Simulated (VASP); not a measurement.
Set up this calculation in VASP 6.6.1, as the native input.

```
Task                   : electric field gradients
Functional             : PBEsol
Potentials or basis    : VASP PAW PBE potentials, release 64 (Zr_sv)
Cutoff                 : 520 eV
k mesh                 : 14 × 14 × 14
Occupations            : fermi-dirac, width 0.08 eV
Spin                   : no spin polarisation
Dipole correction      : no
Further INCAR settings : ALGO = Normal; EDIFF = 1e-08; NBANDS = 12
```

The structure of Zr lies in POSCAR:

```
Zr
1.0
   -1.8219871043      1.8219871043      1.8219871043
    1.8219871043     -1.8219871043      1.8219871043
    1.8219871043      1.8219871043     -1.8219871043
Zr
1
Direct
    0.0000000000      0.0000000000      0.0000000000
```

This cell differs from its parent crystal: volume scaled by 1.02.

The input as run:

INCAR

```
PREC     = Accurate       # precision mode
ENCUT    = 520            # plane-wave cutoff, eV
EDIFF    = 1E-8           # SCF threshold, eV
ISMEAR   = -1             # smearing method
SIGMA    = 0.08           # smearing width, eV
LREAL    = False          # projectors in reciprocal space
LASPH    = True           # aspherical terms in the spheres
NELM     = 60             # most SCF steps
ALGO     = Normal         # electronic algorithm
ISIF     = 2              # what is computed and relaxed
LWAVE    = False          # write WAVECAR
LCHARG   = False          # write CHGCAR
GGA      = PS             # functional
LEFG     = True         
NBANDS   = 12             # bands
```

KPOINTS

```
Automatic mesh
0
Gamma
  14 14 14
```

Potentials or basis: VASP PAW PBE potentials, release 64 (Zr_sv).

Run with:

```sh
$ cat potpaw_PBE.64/Zr_sv/POTCAR > POTCAR
$ mpirun -np 1 vasp_std > vasp.out
```

It gave:

```
Pressure               : -8.0 GPa
Band gap on the k mesh : zero (band 6 reaches 9.26 eV, above the bottom of band 7 at 7.56 eV)
```

Caveat: without QUAD_EFG the Cq values of the log hold for a quadrupole moment of 1 mb, not for the nuclei; the PAW data sets were made with another functional, which shifts forces and pressure a little.

Wall time 12 s on 1 thread of Intel(R) Xeon(R) Platinum 8488C (Sapphire Rapids), on a shared host, peak memory 0.15 GiB.
